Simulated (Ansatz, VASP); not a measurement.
## One calculation of Si5C, two programs

INCAR

```
SYSTEM = Si5C
PREC = Accurate ; ENCUT = 520
EDIFF = 1E-7 ; ISMEAR = 0
SIGMA = 0.1 ; LREAL = .FALSE.
LASPH = .TRUE. ; NELM = 150
ALGO = Normal ; ISIF = 2
LWAVE = .FALSE. ; LCHARG = .TRUE.
ISPIN = 2 ; MAGMOM = 0 0 0 0 0 1
LORBIT = 11 ; GGA = PE
LELF = .TRUE. ; LVHAR = .TRUE.
NBANDS = 25
```

KPOINTS

```
Automatic mesh
0
G
  6 6 2
  0 0 0
```

Contents of POSCAR:

```
Si5C
1.0
    3.1061795975      0.0000000000      0.0000000000
   -1.5530897987      2.6900304401      0.0000000000
    0.0000000000      0.0000000000     13.8531318341
Si C
5 1
Direct
    0.3333333333      0.6666666667      0.5847951382
    0.3333333333      0.6666666667      0.0000000000
    0.3333333333      0.6666666667      0.4152048618
    0.6666666667      0.3333333333      0.7025091880
    0.6666666667      0.3333333333      0.2974908120
    0.6666666667      0.3333333333      0.0000000000
```

Input for Ansatz:

```yaml
crystal:
  lattice:
    - [3.1061795975, 0.0, 0.0]
    - [-1.5530897987, 2.6900304401, 0.0]
    - [0.0, 0.0, 13.8531318341]
  atoms:
    - { symbol: Si, position: [0.3333333333, 0.6666666667, 0.5847951382] }
    - { symbol: Si, position: [0.3333333333, 0.6666666667, 0.0] }
    - { symbol: Si, position: [0.3333333333, 0.6666666667, 0.4152048618] }
    - { symbol: Si, position: [0.6666666667, 0.3333333333, 0.702509188] }
    - { symbol: Si, position: [0.6666666667, 0.3333333333, 0.297490812] }
    - { symbol: C, position: [0.6666666667, 0.3333333333, 0.0], spin: 1.0 }
basis:
  ecutwfc: 420
kpoints:
  mp_grid: { grid: [6, 6, 2] }
hamiltonian:
  xc: pbe
scf:
  occupations: { method: gaussian, width: 0.1 }
  lower_state_search: "off"
output:
  forces: true
  stress: true
  eigenvalues: true
  populations: true
magnetization:
  spin_polarized: true
```

Alike in both runs: task single point; functional PBE; k mesh 6 × 6 × 2; occupations gaussian, width 0.1 eV; collinear spin.

|  | VASP | Ansatz |
| --- | --- | --- |
| version | VASP 6.6.1 | Ansatz 0.2.0 |
| potentials or method | VASP PAW PBE potentials, release 64 (Si, C), cutoff 520 eV | scalar-relativistic, plane waves, PAW |
| valence electrons in the cell | 24 | 24 |

Ansatz gave:

| Quantity | Value |
| --- | --- |
| gap on the k mesh at the Fermi level (eV) | none |
| pressure (GPa) | 0.0 |
| traceless stress, the component that is largest in VASP (GPa) | 0.02 |
| rms of the force components (eV/Å) | 0.003 |
| net moment per atom (μB) | 0.00 |

What did VASP give for the same quantities?

gap on the k mesh at the Fermi level (eV): none; pressure (GPa): -0.1; traceless stress, the component that is largest in VASP (GPa): -0.06; rms of the force components (eV/Å): 0.009; net moment per atom (μB): 0.00.

Atom by atom the forces differ by 0.007 eV/Å (rms over components). A gap of «none» marks a metal or a gap that the smearing closes. Ansatz's warnings: seeded moment not kept.

The k mesh is coarse, so the values compare programs but aren't converged.
